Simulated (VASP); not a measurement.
# ZrC (I4mm) in VASP: a series of runs

Runs on ZrC. Level: PBE. Tasks: single point.

Everything below comes from runs of VASP 6.6.1. Logs are shortened: lines on timing, memory, paths and dates and some standing lists are left out, and cuts for length are marked.

### 1 The cell of the first run

The structure is tetragonal, space group I4mm (No. 107). The conventional cell has a = 3.324 Å, b = 3.324 Å, c = 4.700 Å, α = 90.00°, β = 90.00°, γ = 90.00°. Zr (site symmetry 4mm) has 6 C at 2.25 to 2.45 Å within 3.0 Å. C (site symmetry 4mm) has 6 Zr at 2.25 to 2.45 Å within 3.0 Å.

### 2 Single point, PBE (all C atoms moved -0.100 Å, as atom 2 along Cartesian [0 0 1])

Contents of INCAR:

```
SYSTEM = ZrC
ALGO     = Normal         ! electronic algorithm
EDIFF    = 1E-6           ! SCF threshold, eV
ENCUT    = 520            ! plane-wave cutoff, eV
GGA      = PE             ! functional
ISIF     = 2              ! what is computed and relaxed
ISMEAR   = 0              ! smearing method
LASPH    = .True.         ! aspherical terms in the spheres
LCHARG   = .True.         ! write CHGCAR
LELF     = .True.         ! ELF
LREAL    = .False.        ! projectors in reciprocal space
LVHAR    = .True.       
LWAVE    = .False.        ! write WAVECAR
NBANDS   = 15             ! bands
NELM     = 100            ! most SCF steps
PREC     = Accurate       ! precision mode
SIGMA    = 0.15           ! smearing width, eV
```

Contents of KPOINTS:

```
k-points
0
Gamma
  18 18 18
  0 0 0
```

Contents of POSCAR:

```
ZrC
1.0
    0.0000000000      2.3502100000      2.3502100000
    2.3502100000      0.0000000000      2.3502100000
    2.3502100000      2.3502100000      0.0000000000
Zr C
1 1
Direct
    0.5000000000      0.5000000000      0.5000000000
   -0.0212746946     -0.0212746946      0.0212746946
```

Potentials or basis: VASP PAW PBE potentials, release 64 (Zr_sv, C).

The run is started by

```sh
$ cat potpaw_PBE.64/Zr_sv/POTCAR potpaw_PBE.64/C/POTCAR > POTCAR
$ mpirun -np 1 vasp_std > vasp.out
```

OUTCAR:

```text
SYSTEM = ZrC
   EDIFF = 1E-6
   ENCUT = 520
   GGA = PE
   ISIF = 2
   ISMEAR = 0
   LASPH = .True.
   LREAL = .False.
   NELM = 100
   PREC = Accurate

 ion  position               nearest neighbor table
   1  0.500  0.500  0.500-   2 2.25   2 2.35   2 2.35   2 2.35   2 2.35   2 2.45
   2  0.979  0.979  0.021-   1 2.25   1 2.35   1 2.35   1 2.35   1 2.35   1 2.45

  LATTYP: Found a face centered cubic cell.
 ALAT       =     4.7004200000

  Lattice vectors:

 A1 = (   0.0000000000,   2.3502100000,   2.3502100000)
 A2 = (   2.3502100000,   0.0000000000,   2.3502100000)
 A3 = (   2.3502100000,   2.3502100000,   0.0000000000)

Analysis of symmetry for initial positions (statically):
=====================================================================
 Subroutine PRICEL returns:
 Original cell was already a primitive cell.

 Routine SETGRP: Setting up the symmetry group for a
 face centered cubic supercell.

 Subroutine GETGRP returns: Found  8 space group operations
 (whereof  8 operations were pure point group operations)
 out of a pool of 48 trial point group operations.

The static configuration has the point symmetry C_4v.

Analysis of symmetry for dynamics (positions and initial velocities):
=====================================================================
 Subroutine PRICEL returns:
 Original cell was already a primitive cell.

 Routine SETGRP: Setting up the symmetry group for a
 face centered cubic supercell.

 Subroutine GETGRP returns: Found  8 space group operations
 (whereof  8 operations were pure point group operations)
 out of a pool of 48 trial point group operations.

The dynamic configuration has the point symmetry C_4v.

 Subroutine INISYM returns: Found  8 space group operations
 (whereof  8 operations are pure point group operations),
 and found     1 'primitive' translations

----------------------------------------------------------------------------------------

                                     Primitive cell

  volume of cell :      25.9627

  direct lattice vectors                    reciprocal lattice vectors
     0.000000000  2.350210000  2.350210000    -0.212746946  0.212746946  0.212746946
     2.350210000  0.000000000  2.350210000     0.212746946 -0.212746946  0.212746946
     2.350210000  2.350210000  0.000000000     0.212746946  0.212746946 -0.212746946

  length of vectors
     3.323698856  3.323698856  3.323698856     0.368488520  0.368488520  0.368488520

  position of ions in fractional coordinates (direct lattice)
     0.500000000  0.500000000  0.500000000
     0.978725305  0.978725305  0.021274695

  ion indices of the primitive-cell ions
   primitive index   ion index
                 1           1
                 2           2

----------------------------------------------------------------------------------------

 KPOINTS: k-points

Automatic generation of k-mesh.
 Grid dimensions read from file:
 generate k-points for:   18   18   18

 Generating k-lattice:

  Cartesian coordinates                     Fractional coordinates (reciprocal lattice)
    -0.011819275  0.011819275  0.011819275     0.055555556  0.000000000  0.000000000
     0.011819275 -0.011819275  0.011819275     0.000000000  0.055555556  0.000000000
     0.011819275  0.011819275 -0.011819275     0.000000000  0.000000000  0.055555556

  Length of vectors
     0.020471584  0.020471584  0.020471584

  Shift w.r.t. Gamma in fractional coordinates (k-lattice)
     0.000000000  0.000000000  0.000000000

 Subroutine IBZKPT returns following result:
 ===========================================

 Found    480 irreducible k-points:

 Following reciprocal coordinates:
            Coordinates               Weight
  0.000000  0.000000  0.000000      1.000000
  0.055556  0.000000  0.000000      8.000000
  0.111111  0.000000  0.000000      8.000000
  0.166667  0.000000  0.000000      8.000000
  0.222222  0.000000  0.000000      8.000000
  0.277778  0.000000  0.000000      8.000000
[... 16 lines left out ...]
  0.388889  0.055556  0.000000      8.000000
  0.000000  0.388889  0.055556     16.000000
 [... further k-points ...]
   k-points           NKPTS =    480   k-points in BZ     NKDIM =    480   number of bands    NBANDS=     15
   number of dos      NEDOS =    301   number of ions     NIONS =      2
   total plane-waves  NPLWV =  21952
   dimension x,y,z NGX =    28 NGY =   28 NGZ =   28
   dimension x,y,z NGXF=    56 NGYF=   56 NGZF=   56
   ions per type =               1   1
   NGX,Y,Z   is equivalent  to a cutoff of  14.01, 14.01, 14.01 a.u.
   NGXF,Y,Z  is equivalent  to a cutoff of  28.01, 28.01, 28.01 a.u.
 SYSTEM =  ZrC
   PREC   = accura    normal or accurate (medium, high low for compatibility)
   ISTART =      0    job   : 0-new  1-cont  2-samecut
   ICHARG =      2    charge: 1-file 2-atom 10-const
   ISPIN  =      1    spin polarized calculation?
   LNONCOLLINEAR =      F non collinear calculations
   LSORBIT =      F    spin-orbit coupling
   LASPH  =      T    aspherical Exc in radial PAW
   ENCUT  =  520.0 eV  38.22 Ry    6.18 a.u.   6.18  6.18  6.18*2*pi/ulx,y,z
   NELM   =    100;   NELMIN=  2; NELMDL= -5     # of ELM steps
   EDIFF  = 0.1E-05   stopping-criterion for ELM
   LREAL  =      F    real-space projection
   EDIFFG = 0.1E-04   stopping-criterion for IOM
   NSW    =      0    number of steps for IOM
   IBRION =     -1    ionic relax: 0-MD 1-quasi-New 2-CG
   NFREE  =      0    steps in history (QN), initial steepest desc. (CG)
   ISIF   =      2    stress and relaxation
   ISYM   =      2    0-nonsym 1-usesym 2-fastsym
   POTIM  = 0.5000    time-step for ionic-motion
   TEBEG  =    0.0;   TEEND  =   0.0 temperature during run
   PSTRESS=    0.0 pullay stress
   NELECT =      16.0000    total number of electrons
   NUPDOWN=      -1.0000    fix difference up-down
   EMIN   =  10.00;   EMAX   =-10.00  energy-range for DOS
   EFERMI =   0.00;   METHOD = LEGACY
   ISMEAR =     0;   SIGMA  =   0.15  broadening in eV -4-tet -1-fermi 0-gaus
   EFERMI_NEDOS =   21; number of points for ismear=-14 and -15
   IALGO  =     38    algorithm
   IMIX   =      4    mixing-type and parameters
     AMIX     =   0.40;   BMIX     =  1.00
     AMIX_MAG =   1.60;   BMIX_MAG =  1.00
  volume/ion in A,a.u.               =      12.98        87.60
  Fermi-wavevector in a.u.,A,eV,Ry     =   1.393151  2.632673 26.407131  1.940869
  Thomas-Fermi vector in A             =   2.516825
   LORBIT       =      0    0 simple, 1 ext, 2 COOP (PROOUT), +10 PAW based schemes
   GGA     = PE    functional components
   LHFCALC =     F    Hartree Fock is set to
   AEXX    =    0.0000 exact exchange contribution
   IVDW    =     0    specifies the selected vdW correction
   LEPSILON=     F    determine dielectric tensor
   LRPA    =     F    only Hartree local field effects (RPA)
 non-spin polarized calculation
 Gauss-broadening in eV      SIGMA  =   0.15
  energy-cutoff  :      520.00
  volume of cell :       25.96
 maximum number of plane-waves:       725
 NGX is ok and might be reduce to    28
   NGX = 13   NGY = 13   NGZ = 13

 number of electron      16.0000000 magnetization

 Free energy of the ion-electron system (eV)
  ---------------------------------------------------
  ext. energy  EPLUGINS =         0.00000000
  ---------------------------------------------------
  free energy    TOTEN  =       -19.42805218 eV

  energy without entropy =      -19.42510383  energy(sigma->0) =      -19.42657801

 E-fermi :   9.6634     XC(G=0): -12.1289

 val. band max:        9.6517229121   @ k =   0.4444   0.3889   0.0000
 cond. band min:       9.6713365426   @ k =   0.0000  -0.0556   0.0556
 fundamental gap:      0.0196136305
 Fermi energy:         9.6633903387

 k-point     1 :       0.0000    0.0000    0.0000
  band No.  band energies     occupation
      1     -38.4926      2.00000
      2     -16.2060      2.00000
      3     -16.2051      2.00000
      4     -16.2051      2.00000
      5      -1.6831      2.00000
      6      10.0498      0.00027
      7      10.0498      0.00027
      8      10.2856      0.00000
      9      10.7054      0.00000
     10      11.2335      0.00000
     11      11.2335      0.00000
     12      12.4255      0.00000
     13      12.7640      0.00000
     14      16.8916      0.00000
     15      20.0565      0.00000

 k-point     2 :       0.0556    0.0000    0.0000
  band No.  band energies     occupation
      1     -38.4895      2.00000
      2     -16.2335      2.00000
      3     -16.2079      2.00000
      4     -16.2076      2.00000
      5      -1.6125      2.00000
      6       9.5717      1.61268
      7       9.8345      0.10666
      8      10.1510      0.00000
      9      10.8019      0.00000
     10      11.1416      0.00000
     11      11.3521      0.00000
     12      12.8782      0.00000
     13      13.1425      0.00000
     14      17.0478      0.00000
     15      20.2513      0.00000

 k-point     3 :       0.1111    0.0000    0.0000
  band No.  band energies     occupation
      1     -38.4808      2.00000
      2     -16.3129      2.00000
      3     -16.2149      2.00000
      4     -16.2146      2.00000
      5      -1.4067      2.00000
      6       8.8374      2.00000
      7       9.2958      1.99947
      8       9.5228      1.81498
      9      11.0617      0.00000
     10      11.2154      0.00000
     11      11.6285      0.00000
     12      13.7730      0.00000
     13      13.9631      0.00000
     14      17.4648      0.00000
     15      20.7978      0.00000

 k-point     4 :       0.1667    0.0000    0.0000
  band No.  band energies     occupation
      1     -38.4674      2.00000
      2     -16.4322      2.00000
      3     -16.2256      2.00000
      4     -16.2253      2.00000
      5      -1.0820      2.00000
      6       8.0371      2.00000
      7       8.6763      2.00000
      8       8.8217      2.00000
      9      11.4091      0.00000
     10      11.4992      0.00000
     11      11.9171      0.00000
     12      14.8034      0.00000
     13      14.9515      0.00000
     14      18.0119      0.00000
     15      21.5767      0.00000
[... 307 lines left out ...]
 k-point    22 :       0.0000    0.3333    0.0556
  band No.  band energies     occupation
      1     -38.4201      2.00000
      2     -16.8120      2.00000
      3     -16.2799      2.00000
      4     -16.2633      2.00000
      5       0.1677      2.00000
      6       5.8683      2.00000
      7       7.2411      2.00000
      8       7.5362      2.00000
      9      12.1597      0.00000
     10      13.1375      0.00000
     11      13.3203      0.00000
     12      17.1594      0.00000
     13      17.8552      0.00000
     14      18.8686      0.00000
     15      23.3437      0.00000

 k-point    23 :       0.3889    0.0556    0.0000
  band No.  band energies     occupation
      1     -38.4054      2.00000
      2     -16.9282      2.00000
      3     -16.2885      2.00000
      4     -16.2786      2.00000
      5       0.6518      2.00000
      6       5.2238      2.00000
      7       6.9732      2.00000
      8       7.1358      2.00000
      9      12.7385      0.00000
     10      13.6827      0.00000
     11      13.8775      0.00000
     12      17.7408      0.00000
     13      18.0021      0.00000
     14      19.2581      0.00000
     15      23.8099      0.00000

 k-point    24 :       0.0000    0.3889    0.0556
  band No.  band energies     occupation
      1     -38.4054      2.00000
      2     -16.9278      2.00000
      3     -16.2886      2.00000
      4     -16.2785      2.00000
      5       0.6501      2.00000
      6       5.2216      2.00000
      7       6.9470      2.00000
      8       7.1718      2.00000
      9      12.7257      0.00000
     10      13.6482      0.00000
     11      13.8895      0.00000
     12      17.7613      0.00000
     13      18.1556      0.00000
     14      19.1023      0.00000
     15      23.7417      0.00000

 [... further k-points ...]

------------------------ aborting loop because EDIFF is reached ----------------------------------------

  FORCE on cell =-STRESS in cart. coord.  units (eV):
  Direction    XX          YY          ZZ          XY          YZ          ZX
  --------------------------------------------------------------------------------------
  -------------------------------------------------------------------------------------
  Total        0.2171300      0.2171300      0.6466222      0.0000000      0.0000000      0.0000000
  in kB       13.3992489     13.3992489     39.9035160      0.0000000      0.0000000      0.0000000
  external PRESSURE =      22.2340046 kB  Pullay stress =       0.0000000 kB

 VOLUME and BASIS-vectors are now :
 -----------------------------------------------------------------------------
  energy-cutoff  :      520.00
  volume of cell :       25.96
      direct lattice vectors                 reciprocal lattice vectors
     0.000000000  2.350210000  2.350210000    -0.212746946  0.212746946  0.212746946
     2.350210000  0.000000000  2.350210000     0.212746946 -0.212746946  0.212746946
     2.350210000  2.350210000  0.000000000     0.212746946  0.212746946 -0.212746946

 POSITION                                       TOTAL-FORCE (eV/Angst)
 -----------------------------------------------------------------------------------
      2.35021      2.35021      2.35021         0.000000      0.000000     -0.685299
      2.35021      2.35021      4.60042         0.000000      0.000000      0.685299
 -----------------------------------------------------------------------------------
    total drift:                                0.000000      0.000000     -0.000174

  FREE ENERGIE OF THE ION-ELECTRON SYSTEM (eV)
  ---------------------------------------------------
  free  energy   TOTEN  =       -19.4280521777 eV

  energy  without entropy=      -19.4251038350  energy(sigma->0) =      -19.42657801
```

Wall time 94 s (1 thread of Intel Xeon 6975P-C (Granite Rapids), shared host); peak memory 0.31 GiB.

What came out:

```
Free energy            : -19.4281 eV
Pressure               : 2.2 GPa
Largest force          : 0.685 eV/Å
Band gap on the k mesh : zero (bands 8 and 9 overlap by 1.06 eV)
```

Forces on the atoms (eV/Å):
```
Zr   0.000  0.000 -0.685
C    0.000  0.000  0.685
```

Stress tensor (GPa, compression positive):
```
1.34 0.00 0.00
0.00 1.34 0.00
0.00 0.00 3.99
```

Caveat: the cell differs from its parent crystal (all C atoms moved -0.100 Å, as atom 2 along Cartesian [0 0 1]).

### 3 Single point, PBE (all C atoms moved +0.075 Å, as atom 2 along Cartesian [0 0 1])

Contents of INCAR:

```
SYSTEM = ZrC
  PREC = Accurate
  ENCUT = 520
  EDIFF = 1E-6
  ISMEAR = 0
  SIGMA = 0.15
  LREAL = .FALSE.
  LASPH = .TRUE.
  NELM = 100
  ALGO = Normal
  ISIF = 2
  LWAVE = .FALSE.
  LCHARG = .TRUE.
  GGA = PE
  LELF = .TRUE.
  LVHAR = .TRUE.
  NBANDS = 15
```

Contents of KPOINTS:

```
regular mesh
0
G
  18 18 18
  0 0 0
```

POSCAR: that of step 2 with these lines changed.

```diff
@@ -9,2 +9,2 @@
     0.5000000000      0.5000000000      0.5000000000
-   -0.0212746946     -0.0212746946      0.0212746946
+    0.0159560210      0.0159560210     -0.0159560210
```

Potentials or basis: VASP PAW PBE potentials, release 64 (Zr_sv, C).

The run is started by

```sh
$ cat potpaw_PBE.64/Zr_sv/POTCAR potpaw_PBE.64/C/POTCAR > POTCAR
$ mpirun -np 1 vasp_std > vasp.out
```

It took 1.9 min on 1 thread of Intel Xeon 6975P-C (Granite Rapids), shared host; peak memory 0.31 GiB.

It converged, with:

| Item | Value |
| --- | --- |
| Free energy | -19.4431 eV |
| Pressure | 1.9 GPa |
| Largest force | 0.516 eV/Å |
| Band gap on the k mesh | zero (bands 8 and 9 overlap by 1.15 eV) |

Forces in eV/Å, atoms in the order of the input:
```
Zr   0.000  0.000  0.516
C    0.000  0.000 -0.516
```

Stress tensor (GPa, compression positive):
```
1.39 0.00 0.00
0.00 1.39 0.00
0.00 0.00 2.86
```

Levels at points of the mesh, in eV from the Fermi level:
| k point | band 6 | band 7 | band 8 | band 9 | band 10 | band 11 |
| --- | --- | --- | --- | --- | --- | --- |
| (0.00, 0.00, 0.00) | 0.54 | 0.54 | 0.74 | 1.06 | 1.44 | 1.44 |
| (0.50, 0.00, 0.00) | -5.32 | -2.96 | -2.95 | 4.45 | 4.47 | 5.29 |
| (0.50, 0.50, 0.00) | -2.07 | -1.79 | 0.03 | 0.03 | 4.42 | 5.63 |
| (0.00, 0.50, 0.50) | -2.09 | -1.90 | 0.01 | 0.15 | 4.46 | 5.63 |

Caveat: the cell differs from its parent crystal (all C atoms moved +0.075 Å, as atom 2 along Cartesian [0 0 1]).

(Part 1 of 2 ends here.)
